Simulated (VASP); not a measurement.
# YZn (Pm-3m) in VASP: single point with LDA

Aim: the single point of YZn with LDA.

Program: VASP 6.6.1. These are calculated values, not measurements. Logs are shortened: lines on timing, memory, paths and dates and some standing lists are left out, and cuts for length are marked.

## (1) The cell of the first run

It takes space group Pm-3m (No. 221, cubic). Conventional cell: a = 3.560 Å, b = 3.560 Å, c = 3.560 Å, α = 90.00°, β = 90.00°, γ = 90.00°. Within 4.1 Å of Y (site symmetry m-3m) lie 8 Zn at 3.08 Å and 6 Y at 3.56 Å. Within 4.1 Å of Zn (site symmetry m-3m) lie 8 Y at 3.08 Å and 6 Zn at 3.56 Å.

## (2) Single point, LDA

INCAR reads:

```
ALGO = Normal
EDIFF = 1E-6
ENCUT = 500
GGA_COMPAT = F
ISIF = 2
ISMEAR = -1
LASPH = T
LCHARG = F
LREAL = F
LWAVE = F
NBANDS = 18
NELM = 120
PREC = Accurate
SIGMA = 0.1
```

KPOINTS reads:

```
k-points
0
Gamma
  7 7 7
```

POSCAR reads:

```
YZn
1.0
    3.5600000000      0.0000000000      0.0000000000
    0.0000000000      3.5600000000      0.0000000000
    0.0000000000      0.0000000000      3.5600000000
Y Zn
1 1
Direct
    0.0000000000      0.0000000000      0.0000000000
    0.5000000000      0.5000000000      0.5000000000
```

Potentials or basis: VASP PAW LDA potentials, release 64 (Y_sv, Zn).

Run with:

```console
> cat potpaw_LDA.64/Y_sv/POTCAR potpaw_LDA.64/Zn/POTCAR > POTCAR
> mpirun -np 1 vasp_std > vasp.out
```

OUTCAR:

```text
EDIFF = 1E-6
   ENCUT = 500
   ISIF = 2
   ISMEAR = -1
   LASPH = T
   LREAL = F
   NELM = 120
   PREC = Accurate

 ion  position               nearest neighbor table
   1  0.000  0.000  0.000-   2 3.08   2 3.08   2 3.08   2 3.08   2 3.08   2 3.08   2 3.08   2 3.08

   2  0.500  0.500  0.500-   1 3.08   1 3.08   1 3.08   1 3.08   1 3.08   1 3.08   1 3.08   1 3.08

  LATTYP: Found a simple cubic cell.
 ALAT       =     3.5600000000

  Lattice vectors:

 A1 = (   3.5600000000,   0.0000000000,   0.0000000000)
 A2 = (   0.0000000000,   3.5600000000,   0.0000000000)
 A3 = (   0.0000000000,   0.0000000000,   3.5600000000)

Analysis of symmetry for initial positions (statically):
=====================================================================
 Subroutine PRICEL returns:
 Original cell was already a primitive cell.

 Routine SETGRP: Setting up the symmetry group for a
 simple cubic supercell.

 Subroutine GETGRP returns: Found 48 space group operations
 (whereof 48 operations were pure point group operations)
 out of a pool of 48 trial point group operations.

The static configuration has the point symmetry O_h .

Analysis of symmetry for dynamics (positions and initial velocities):
=====================================================================
 Subroutine PRICEL returns:
 Original cell was already a primitive cell.

 Routine SETGRP: Setting up the symmetry group for a
 simple cubic supercell.

 Subroutine GETGRP returns: Found 48 space group operations
 (whereof 48 operations were pure point group operations)
 out of a pool of 48 trial point group operations.

The dynamic configuration has the point symmetry O_h .

 Subroutine INISYM returns: Found 48 space group operations
 (whereof 48 operations are pure point group operations),
 and found     1 'primitive' translations

----------------------------------------------------------------------------------------

                                     Primitive cell

  volume of cell :      45.1180

  direct lattice vectors                    reciprocal lattice vectors
     3.560000000  0.000000000  0.000000000     0.280898876  0.000000000  0.000000000
     0.000000000  3.560000000  0.000000000     0.000000000  0.280898876  0.000000000
     0.000000000  0.000000000  3.560000000     0.000000000  0.000000000  0.280898876

  length of vectors
     3.560000000  3.560000000  3.560000000     0.280898876  0.280898876  0.280898876
[... 72 lines left out ...]
   LSORBIT =      F    spin-orbit coupling
   LASPH  =      T    aspherical Exc in radial PAW
   ENCUT  =  500.0 eV  36.75 Ry    6.06 a.u.   6.49  6.49  6.49*2*pi/ulx,y,z
   NELM   =    120;   NELMIN=  2; NELMDL= -5     # of ELM steps
   EDIFF  = 0.1E-05   stopping-criterion for ELM
   LREAL  =      F    real-space projection
   EDIFFG = 0.1E-04   stopping-criterion for IOM
   NSW    =      0    number of steps for IOM
   IBRION =     -1    ionic relax: 0-MD 1-quasi-New 2-CG
   NFREE  =      0    steps in history (QN), initial steepest desc. (CG)
   ISIF   =      2    stress and relaxation
   ISYM   =      2    0-nonsym 1-usesym 2-fastsym
   POTIM  = 0.5000    time-step for ionic-motion
   TEBEG  =    0.0;   TEEND  =   0.0 temperature during run
   PSTRESS=    0.0 pullay stress
   NELECT =      23.0000    total number of electrons
   NUPDOWN=      -1.0000    fix difference up-down
   EMIN   =  10.00;   EMAX   =-10.00  energy-range for DOS
   EFERMI =   0.00;   METHOD = LEGACY
   ISMEAR =    -1;   SIGMA  =   0.10  broadening in eV -4-tet -1-fermi 0-gaus
   EFERMI_NEDOS =   21; number of points for ismear=-14 and -15
   IALGO  =     38    algorithm
   IMIX   =      4    mixing-type and parameters
     AMIX     =   0.40;   BMIX     =  1.00
     AMIX_MAG =   1.60;   BMIX_MAG =  1.00
  volume/ion in A,a.u.               =      22.56       152.24
  Fermi-wavevector in a.u.,A,eV,Ry     =   1.307778  2.471343 23.269826  1.710284
  Thomas-Fermi vector in A             =   2.438490
   LORBIT       =      0    0 simple, 1 ext, 2 COOP (PROOUT), +10 PAW based schemes
   GGA     = CA    functional components
   LHFCALC =     F    Hartree Fock is set to
   AEXX    =    0.0000 exact exchange contribution
   IVDW    =     0    specifies the selected vdW correction
   LEPSILON=     F    determine dielectric tensor
   LRPA    =     F    only Hartree local field effects (RPA)
 non-spin polarized calculation
  energy-cutoff  :      500.00
  volume of cell :       45.12
 maximum number of plane-waves:      1189
 NGX is ok and might be reduce to    28
   NGX = 13   NGY = 13   NGZ = 13

 number of electron      23.0000004 magnetization

 Free energy of the ion-electron system (eV)
  ---------------------------------------------------
  ext. energy  EPLUGINS =         0.00000000
  ---------------------------------------------------
  free energy    TOTEN  =        -9.55770761 eV

  energy without entropy =       -9.49181042  energy(sigma->0) =       -9.52475901

 E-fermi :   3.0298     XC(G=0): -10.6662

 val. band max:        2.9921287633   @ k =   0.1429   0.1429   0.0000
 cond. band min:       3.0507552899   @ k =   0.1429   0.0000   0.0000
 fundamental gap:      0.0586265266
 Fermi energy:         3.0298381051

 k-point     1 :       0.0000    0.0000    0.0000
  band No.  band energies     occupation
      1     -39.4207      2.00000
      2     -19.3936      2.00000
      3     -19.3936      2.00000
      4     -19.3936      2.00000
      5      -4.1461      2.00000
      6      -4.1461      2.00000
[... 397 lines left out ...]
      5      -4.0649      2.00000
      6      -4.0476      2.00000
[... 10 lines left out ...]
     17       9.7838      0.00000
     18       9.7838      0.00000

------------------------ aborting loop because EDIFF is reached ----------------------------------------

  FORCE on cell =-STRESS in cart. coord.  units (eV):
  Direction    XX          YY          ZZ          XY          YZ          ZX
  --------------------------------------------------------------------------------------
  -------------------------------------------------------------------------------------
  Total       -1.2755779     -1.2755779     -1.2755779      0.0000000      0.0000000     -0.0000000
  in kB      -45.2968059    -45.2968059    -45.2968059      0.0000000      0.0000000     -0.0000000
  external PRESSURE =     -45.2968059 kB  Pullay stress =       0.0000000 kB

 VOLUME and BASIS-vectors are now :
 -----------------------------------------------------------------------------
  energy-cutoff  :      500.00
  volume of cell :       45.12
      direct lattice vectors                 reciprocal lattice vectors
     3.560000000  0.000000000  0.000000000     0.280898876  0.000000000  0.000000000
     0.000000000  3.560000000  0.000000000     0.000000000  0.280898876  0.000000000
     0.000000000  0.000000000  3.560000000     0.000000000  0.000000000  0.280898876

 POSITION                                       TOTAL-FORCE (eV/Angst)
 -----------------------------------------------------------------------------------
      0.00000      0.00000      0.00000         0.000000      0.000000      0.000000
      1.78000      1.78000      1.78000         0.000000      0.000000      0.000000
 -----------------------------------------------------------------------------------
    total drift:                                0.000000      0.000000      0.000000

  FREE ENERGIE OF THE ION-ELECTRON SYSTEM (eV)
  ---------------------------------------------------
  free  energy   TOTEN  =        -9.5577076115 eV

  energy  without entropy=       -9.4918104178  energy(sigma->0) =       -9.52475901
```

stdout:

```text
POSCAR found type information on POSCAR Y Zn
 POSCAR found :  2 types and       2 ions
 scaLAPACK will be used
 LDA part: xc-table for (Slater(with rela. corr.)+CA(PZ))
 , standard interpolation
 POSCAR, INCAR and KPOINTS ok, starting setup
 FFT: planning ... GRIDC
 FFT: planning ... GRID_SOFT
 FFT: planning ... GRID
 WAVECAR not read
 entering main loop
```

Run time: 26 s. Hardware: 1 thread of AMD EPYC 7R43 (Zen 3), shared host; peak memory 0.13 GiB.

Results:

| Item | Value |
| --- | --- |
| Free energy | -9.5577 eV |
| Pressure | -4.5 GPa |
